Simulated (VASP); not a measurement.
A run of VASP 6.6.1:

POSCAR

```
CdF2
1.0
    0.0000000000      2.6104195701      2.6104195701
    2.6104195701      0.0000000000      2.6104195701
    2.6104195701      2.6104195701      0.0000000000
Cd F
1 2
Direct
    0.0000000000      0.0000000000      0.0000000000
    0.2500000000      0.2500000000      0.2500000000
    0.7500000000      0.7500000000      0.7500000000
```

INCAR.step1

```
PREC = Accurate
ENCUT = 770
ISMEAR = 0
SIGMA = 0.01
LREAL = F
LASPH = T
NELM = 120
NBANDS = 24
GGA = PE
ALGO = Normal
EDIFF = 1E-5
LWAVE = T
LCHARG = F
GGA_COMPAT = F
```

Contents of INCAR.step2:

```
PREC = Accurate
ENCUT = 770
EDIFF = 1E-6
ISMEAR = 0
SIGMA = 0.01
LREAL = F
LASPH = T
NELM = 120
ALGO = Normal
ISIF = 2
LWAVE = F
LCHARG = F
METAGGA = R2SCAN
LMIXTAU = T
NBANDS = 24
ISTART = 1
GGA_COMPAT = F
```

The input KPOINTS:

```
Automatic mesh
0
Gamma
  8 8 8
```

Potentials or basis: VASP PAW PBE potentials, release 64 (Cd_sv_GW, F).

Run with:

```bash
$ cat potpaw_PBE.64/Cd_sv_GW/POTCAR potpaw_PBE.64/F/POTCAR > POTCAR
$ cp INCAR.step1 INCAR
$ mpirun -np 1 vasp_std > vasp.out
$ cp INCAR.step2 INCAR
$ mpirun -np 1 vasp_std > vasp.out
```

Hardware: 1 thread of Intel(R) Xeon(R) Platinum 8488C (Sapphire Rapids), on a shared host.

Problem. Estimate the wall time of this run.

Solution. Wall time 3 min on 1 thread of Intel(R) Xeon(R) Platinum 8488C (Sapphire Rapids), on a shared host, peak memory 0.25 GiB. Counts: k points 29.
